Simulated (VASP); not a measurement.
# Ba: single point with LDA

Crystal: Ba.

```
CELL_PARAMETERS angstrom
-2.40000 2.40000 2.50000
2.40000 -2.40000 2.50000
2.40000 2.40000 -2.50000
ATOMIC_POSITIONS crystal
Ba 0.00000 0.00000 0.00000
```

This cell differs from its parent crystal: strain -0.040 along x and y, +0.000 along z.

* Program: VASP 6.6.1
* Task: single point
* Functional: LDA
* Potentials or basis: VASP PAW LDA potentials, release 64 (Ba_sv)
* Cutoff: 520 eV
* k mesh: 14 × 14 × 14
* Occupations: gaussian, width 0.15 eV
* Spin: no spin polarisation
* Dipole correction: no
* Further INCAR settings: ALGO = Fast; EDIFF = 1e-06; NBANDS = 11

The pressure is -0.6 GPa and the band gap on the k mesh is zero (bands 5 and 6 overlap by 1.13 eV).

Stress tensor (GPa, compression positive):
```
-0.52  0.00  0.00
 0.00 -0.52  0.00
 0.00  0.00 -0.70
```

Levels at points of the mesh, in eV from the Fermi level:
```
           k point  band 2  band 3  band 4  band 5  band 6  band 7  band 8  band 9
(0.00, 0.00, 0.00)  -13.57  -13.57  -13.57   -2.79    1.78    1.78    2.04    3.24
(0.50, 0.00, 0.00)  -14.20  -13.76  -13.57   -0.97    0.72    1.57    3.24    4.05
(0.50, 0.50, 0.00)  -14.19  -13.78  -13.59   -0.96    0.45    1.71    3.66    4.19
(0.50, 0.50, 0.50)  -14.03  -13.98  -13.98   -0.70   -0.62    4.52    4.98    4.98
```

It took 2.1 min on 1 thread of Intel Xeon 8259CL (shared host), peak memory 0.27 GiB.

Caveat: the cell differs from its parent crystal (strain -0.040 along x and y, +0.000 along z); spin-orbit coupling is left out, which moves the levels of the heavy elements.
